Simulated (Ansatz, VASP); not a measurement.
**Two plane-wave programs on Cu**

```
Cu
1.0
     2.50366    0.00000    0.00000
    -1.25183    2.16823    0.00000
     0.00000    0.00000   24.57559
Cu
6
Direct
  0.00000 0.00000 0.37376
  0.66667 0.33333 0.28961
  0.33333 0.66667 0.45799
  0.00000 0.00000 0.62624
  0.66667 0.33333 0.54201
  0.33333 0.66667 0.71039
```

Alike in both runs: task single point; functional PBEsol; k mesh 10 × 10 × 1; occupations gaussian, width 0.3 eV; no spin polarisation.

|  | VASP | Ansatz |
| --- | --- | --- |
| version | VASP 6.6.1 | Ansatz 0.2.0 |
| potentials or method | VASP PAW PBE potentials, release 64 (Cu), cutoff 520 eV | plane waves, PAW |
| valence electrons in the cell | 66 | 114 |

|  | VASP | Ansatz | Ansatz less VASP |
| --- | --- | --- | --- |
| rms of the force components (eV/Å) | 0.027 | 0.031 | +0.0047 |

VASP's potentials were made for PBE, not for PBEsol. Atom by atom the forces differ by 0.007 eV/Å (rms over components). VASP's potentials hold 66 valence electrons a cell and Ansatz's 114, so a difference there can come from the potentials and not from the codes. Ansatz's warnings: structure snapped to symmetry.
